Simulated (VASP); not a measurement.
# TaV (Pm-3m) in VASP: further runs, part 2 of 2

VASP 6.6.1.

## (4) Relaxation of cell and atoms, PBE, collinear spin, ferromagnetic start

This run uses another cell than the first one, of 16.33 Å³/atom.

File INCAR:

```
SYSTEM = TaV
PREC = Accurate
ENCUT = 600
EDIFF = 1E-7
ISMEAR = 0
SIGMA = 0.1
LREAL = .False.
LASPH = .True.
NELM = 150
ALGO = Fast
ISIF = 3
LWAVE = .False.
LCHARG = .False.
ISPIN = 2
MAGMOM = 0 0.48
LORBIT = 11
LMAXMIX = 4
GGA = PE
IBRION = 2
NSW = 90
EDIFFG = -0.04
```

File KPOINTS:

```
regular mesh
0
Gamma
  6 6 6
  0 0 0
```

File POSCAR:

```
TaV
1.0
    3.1963756374      0.0000000000      0.0000000000
    0.0000000000      3.1963756374      0.0000000000
    0.0000000000      0.0000000000      3.1963756374
Ta V
1 1
Direct
    0.0000000000      0.0000000000      0.0000000000
    0.5000000000      0.5000000000      0.5000000000
```

Potentials or basis: VASP PAW PBE potentials, release 64 (Ta_pv, V_sv).

Command:

```console
cat potpaw_PBE.64/Ta_pv/POTCAR potpaw_PBE.64/V_sv/POTCAR > POTCAR
mpirun -np 1 vasp_std > vasp.out
```

OUTCAR:

```text
SYSTEM = TaV
   PREC = Accurate
   ENCUT = 600
   EDIFF = 1E-7
   ISMEAR = 0
   LREAL = .False.
   LASPH = .True.
   NELM = 150
   ISIF = 3
   ISPIN = 2
   LORBIT = 11
   GGA = PE
   IBRION = 2
   NSW = 90
   EDIFFG = -0.04

 ion  position               nearest neighbor table
   1  0.000  0.000  0.000-   2 2.77   2 2.77   2 2.77   2 2.77   2 2.77   2 2.77   2 2.77   2 2.77

   2  0.500  0.500  0.500-   1 2.77   1 2.77   1 2.77   1 2.77   1 2.77   1 2.77   1 2.77   1 2.77

  LATTYP: Found a simple cubic cell.
 ALAT       =     3.1963756374

  Lattice vectors:

 A1 = (   3.1963756374,   0.0000000000,   0.0000000000)
 A2 = (   0.0000000000,   3.1963756374,   0.0000000000)
 A3 = (   0.0000000000,   0.0000000000,   3.1963756374)

Analysis of symmetry for initial positions (statically):
=====================================================================
 Subroutine PRICEL returns:
 Original cell was already a primitive cell.

 Routine SETGRP: Setting up the symmetry group for a
 simple cubic supercell.

 Subroutine GETGRP returns: Found 48 space group operations
 (whereof 48 operations were pure point group operations)
 out of a pool of 48 trial point group operations.

The static configuration has the point symmetry O_h .

Analysis of symmetry for dynamics (positions and initial velocities):
=====================================================================
 Subroutine PRICEL returns:
 Original cell was already a primitive cell.

 Routine SETGRP: Setting up the symmetry group for a
 simple cubic supercell.

 Subroutine GETGRP returns: Found 48 space group operations
 (whereof 48 operations were pure point group operations)
 out of a pool of 48 trial point group operations.

The dynamic configuration has the point symmetry O_h .

Analysis of structural, dynamic, and magnetic symmetry:
=====================================================================
 Subroutine PRICEL returns:
 Original cell was already a primitive cell.

 Routine SETGRP: Setting up the symmetry group for a
 simple cubic supercell.

 Subroutine GETGRP returns: Found 48 space group operations
 (whereof 48 operations were pure point group operations)
 out of a pool of 48 trial point group operations.

[... 139 lines left out ...]

 Free energy of the ion-electron system (eV)
  ---------------------------------------------------
  ext. energy  EPLUGINS =         0.00000000
  ---------------------------------------------------
  free energy    TOTEN  =       -20.73571761 eV

  energy without entropy =      -20.71906783  energy(sigma->0) =      -20.72739272

------------------------ aborting loop because EDIFF is reached ----------------------------------------

  FORCE on cell =-STRESS in cart. coord.  units (eV):
  Direction    XX          YY          ZZ          XY          YZ          ZX
  --------------------------------------------------------------------------------------
  -------------------------------------------------------------------------------------
  Total       -0.8173099     -0.8173099     -0.8173099      0.0000000     -0.0000000     -0.0000000
  in kB      -40.0981094    -40.0981094    -40.0981094      0.0000000     -0.0000000     -0.0000000
  external PRESSURE =     -40.0981094 kB  Pullay stress =       0.0000000 kB
[... 59 lines left out ...]
--------------------------------------- Ionic step        3  -------------------------------------------

 number of electron      23.9999995 magnetization       0.6125251

 Free energy of the ion-electron system (eV)
  ---------------------------------------------------
  ext. energy  EPLUGINS =         0.00000000
  ---------------------------------------------------
  free energy    TOTEN  =       -20.74508239 eV

  energy without entropy =      -20.72686833  energy(sigma->0) =      -20.73597536

 E-fermi :   7.1868     XC(G=0): -12.6623

 val. band max:        7.1699318523   @ k =   0.1667   0.1667   0.1667
 cond. band min:       7.2337885486   @ k =   0.3333   0.1667   0.1667
 fundamental gap:      0.0638566964
 Fermi energy:         7.1868334064

 spin component 1

 k-point     1 :       0.0000    0.0000    0.0000
  band No.  band energies     occupation
      1     -56.5291      1.00000
      2     -30.3705      1.00000
      3     -30.3705      1.00000
      4     -30.3705      1.00000
      5     -26.3006      1.00000
      6     -26.3006      1.00000
[... 356 lines left out ...]
      2     -30.4273      1.00000
      3     -30.4273      1.00000
      4     -30.4273      1.00000
      5     -26.5825      1.00000
      6     -26.5825      1.00000
[... 8 lines left out ...]
     15       9.5205      0.00000
     16      12.9161      0.00000
 Fermi energy:         7.1868334064

 spin component 2

 k-point     1 :       0.0000    0.0000    0.0000
  band No.  band energies     occupation
      1     -56.1605      1.00000
      2     -30.0059      1.00000
      3     -30.0059      1.00000
      4     -30.0059      1.00000
      5     -26.2575      1.00000
      6     -26.2575      1.00000
[... 398 lines left out ...]
  FREE ENERGIE OF THE ION-ELECTRON SYSTEM (eV)
  ---------------------------------------------------
  free  energy   TOTEN  =       -20.7450823914 eV

  energy  without entropy=      -20.7268683287  energy(sigma->0) =      -20.73597536

 reached required accuracy - stopping structural energy minimisation

 total charge

# of ion       s       p       d       tot
------------------------------------------
    1        0.387   6.170   2.358   8.915
    2        2.315   6.209   3.096  11.620
--------------------------------------------------
tot          2.702  12.380   5.454  20.536

 magnetization (x)

# of ion       s       p       d       tot
------------------------------------------
    1        0.000   0.020   0.060   0.080
    2        0.007   0.017   0.381   0.405
--------------------------------------------------
tot          0.007   0.037   0.442   0.486
```

CONTCAR:

```text
TaV
   1.00000000000000
     3.1723982244790641   -0.0000000000000000   -0.0000000000000000
     0.0000000000000000    3.1723982244790641    0.0000000000000000
    -0.0000000000000000   -0.0000000000000000    3.1723982244790641
  Ta              V
     1     1
Direct
     0.0000000000000000    0.0000000000000000    0.0000000000000000
     0.5000000000000000    0.5000000000000000    0.5000000000000000

  0.00000000E+00  0.00000000E+00  0.00000000E+00
  0.00000000E+00  0.00000000E+00  0.00000000E+00
```

Run time: 55 s. Hardware: 1 thread of Intel Xeon Platinum 8559C (Emerald Rapids), shared host; peak memory 0.19 GiB.

Results:

```
Free energy                                           : -20.7451 eV
Relaxed volume                                        : 15.96 Å³/atom
Relaxed cell                                          : a = 3.172 Å, b = 3.172 Å, c = 3.172 Å, α = 90.00°, β = 90.00°, γ = 90.00°
Space group after relaxing (to 0.1 Å)                 : Pm-3m (No. 221)
Energy gained by relaxing                             : 4.7 meV/atom
Ionic steps                                           : 3
Pressure after relaxing                               : 0.0 GPa
Net moment                                            : 0.61 μB per cell
Site moments                                          : Ta +0.08; V +0.41 μB
Valence electrons inside the program's atomic spheres : Ta 8.91; V 11.62
```

Step by step:
| step | energy change (eV) | largest force (eV/Å) | pressure (GPa) | volume (Å³) |
| --- | --- | --- | --- | --- |
| 1 | 0.0000 | 0.0000 | -4.01 | 32.66 |
| 2 | 0.0148 | 0.0000 | 6.79 | 30.76 |
| 3 | -0.0094 | 0.0000 | -0.04 | 31.93 |

Final structure:
```
CELL_PARAMETERS angstrom
3.17240 0.00000 0.00000
0.00000 3.17240 0.00000
0.00000 0.00000 3.17240
ATOMIC_POSITIONS crystal
Ta 0.00000 0.00000 0.00000
V 0.50000 0.50000 0.50000
```

Levels at points of the mesh, in eV from the Fermi level:
Spin up:
```
           k point  band 8  band 9  band 10  band 11  band 12  band 13  band 14  band 15  band 16
(0.00, 0.00, 0.00)   -7.44   -3.43    -3.43     0.34     0.34     0.34     2.84     2.84     5.29
(0.50, 0.00, 0.00)   -4.19   -2.67    -0.94    -0.65     0.56     0.56     1.28     1.28     1.39
(0.50, 0.50, 0.00)   -3.91   -3.81    -1.38    -1.38     1.45     1.45     2.28     2.34     3.21
(0.50, 0.50, 0.50)   -1.88   -1.88    -1.88    -0.83    -0.83    -0.83     2.33     2.33     5.73
```
Spin down:
```
           k point  band 9  band 10  band 11  band 12  band 13  band 14
(0.00, 0.00, 0.00)   -3.30    -3.30     0.68     0.68     0.68     2.99
(0.50, 0.00, 0.00)   -2.47    -0.90    -0.42     0.96     0.96     1.42
(0.50, 0.50, 0.00)   -3.60    -1.10    -1.10     1.62     1.62     2.54
(0.50, 0.50, 0.50)   -1.72    -1.72    -0.49    -0.49    -0.49     2.60
```

Caveat: spin-orbit coupling is left out, which moves the levels of the heavy elements.

## (5) Single point, PBE, collinear spin, ferromagnetic start

This run uses another cell than the first one, of 15.92 Å³/atom.

File INCAR:

```
  ALGO = Normal
  EDIFF = 1E-6
  ENCUT = 520
  GGA = PE
  ISIF = 2
  ISMEAR = 0
  ISPIN = 2
  LASPH = True
  LCHARG = True
  LELF = True
  LMAXMIX = 4
  LORBIT = 11
  LREAL = False
  LVHAR = True
  LWAVE = False
  MAGMOM = 0 0.44
  NBANDS = 23
  NELM = 150
  PREC = Accurate
  SIGMA = 0.1
```

File KPOINTS:

```
k-points
0
Gamma
  18 18 18
```

File POSCAR:

```
TaV
1.0
    3.1692803825      0.0000000000      0.0000000000
    0.0000000000      3.1692803825      0.0000000000
    0.0000000000      0.0000000000      3.1692803825
Ta V
1 1
Direct
    0.0000000000      0.0000000000      0.0000000000
    0.5000000000      0.5000000000      0.5000000000
```

Command:

```console
cat potpaw_PBE.64/Ta_pv/POTCAR potpaw_PBE.64/V_sv/POTCAR > POTCAR
mpirun -np 1 vasp_std > vasp.out
```

Run time: 80 s. Hardware: 1 thread of Intel Xeon Platinum 8559C (Emerald Rapids), shared host; peak memory 0.34 GiB.

Results (log left out):

- Free energy: -20.7695 eV
- Pressure: 0.1 GPa
- Band gap on the k mesh: zero (filled and empty bands overlap)
- Net moment: 0.00 μB per cell
- Valence electrons inside the program's atomic spheres: Ta 8.92; V 11.62

Levels at points of the mesh, in eV from the Fermi level:
Spin up:
```
           k point  band 8  band 9  band 10  band 11  band 12  band 13  band 14  band 15  band 16  band 17
(0.00, 0.00, 0.00)   -7.36   -3.38    -3.38     0.50     0.50     0.50     2.91     2.91     5.39     5.39
(0.50, 0.00, 0.00)   -4.13   -2.57    -0.93    -0.55     0.75     0.75     1.35     1.35     1.59     3.01
(0.50, 0.50, 0.00)   -3.83   -3.72    -1.26    -1.26     1.54     1.54     2.39     2.45     3.31     5.52
(0.50, 0.50, 0.50)   -1.81   -1.81    -1.81    -0.67    -0.67    -0.67     2.45     2.45     5.76     5.76
```
Spin down:
| k point | band 8 | band 9 | band 10 | band 11 | band 12 | band 13 | band 14 | band 15 | band 16 | band 17 |
| --- | --- | --- | --- | --- | --- | --- | --- | --- | --- | --- |
| (0.00, 0.00, 0.00) | -7.36 | -3.38 | -3.38 | 0.50 | 0.50 | 0.50 | 2.91 | 2.91 | 5.39 | 5.39 |
| (0.50, 0.00, 0.00) | -4.13 | -2.57 | -0.93 | -0.55 | 0.75 | 0.75 | 1.35 | 1.35 | 1.59 | 3.01 |
| (0.50, 0.50, 0.00) | -3.83 | -3.72 | -1.26 | -1.26 | 1.54 | 1.54 | 2.40 | 2.45 | 3.32 | 5.52 |
| (0.50, 0.50, 0.50) | -1.81 | -1.81 | -1.81 | -0.67 | -0.67 | -0.67 | 2.45 | 2.45 | 5.76 | 5.76 |

Caveat: spin-orbit coupling is left out, which moves the levels of the heavy elements.

## (6) The runs side by side

| task | cell | k mesh | cutoff (eV) | gap on the mesh (eV) | pressure (GPa) | moment (μB) |
| --- | --- | --- | --- | --- | --- | --- |
| single point | a = 3.172 Å, 2 atoms | 6 × 6 × 6 | 520 | none | 0.1 | 0.61 |
| single point | a = 3.196 Å, 2 atoms | 6 × 6 × 6 | 520 | none | -4.0 | 0.66 |
| relaxation of cell and atoms | relaxed from a = 3.196 Å, 2 atoms | 6 × 6 × 6 | 600 | none | 0.0 | 0.61 |
| single point | a = 3.169 Å, 2 atoms | 18 × 18 × 18 | 520 | none | 0.1 | 0.00 |

Alike in all rows: level PBE; potentials or basis VASP PAW PBE potentials, release 64 (Ta_pv, V_sv); spin collinear, ferromagnetic start; smearing gaussian 0.1 eV.

Caveats: spin-orbit coupling is left out, which moves the levels of the heavy elements; the cell stands under tension (at least some runs).

Total energies depend on the potentials used, so only differences within one code and one set of settings carry meaning.

The gap in the log of VASP goes by the Fermi energy; the results here count the filled bands.